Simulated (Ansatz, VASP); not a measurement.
## Fe: VASP beside Ansatz

```xyz
3
Lattice="3.8787 0.0000 0.0000 -1.9393 3.3590 0.0000 0.0000 0.0000 2.4379" Properties=species:S:1:pos:R:3 pbc="T T T"
Fe    0.0000    0.0000    0.0000
Fe    0.0000    2.2394    1.2189
Fe    1.9393    1.1197    1.2189
```

Alike in both runs: task single point; functional revPBE; k mesh 11 × 11 × 14; occupations fermi-dirac, width 0.1 eV; no spin polarisation.

```csv
,VASP,Ansatz
version,VASP 6.6.1,Ansatz 0.2.0
potentials or method,"VASP PAW PBE potentials, release 64 (Fe), cutoff 520 eV","plane waves (420 eV) with PAW, scalar-relativistic"
valence electrons in the cell,24,48
```

```csv
,VASP,Ansatz,Ansatz less VASP
pressure (GPa),-0.5,0.0,+0.43
"traceless stress, the component that is largest in VASP (GPa)",-0.17,-0.25,-0.075
```

VASP's potentials were made for PBE, not for revPBE. VASP's potentials hold 24 valence electrons a cell and Ansatz's 48, so a difference there can come from the potentials and not from the codes.
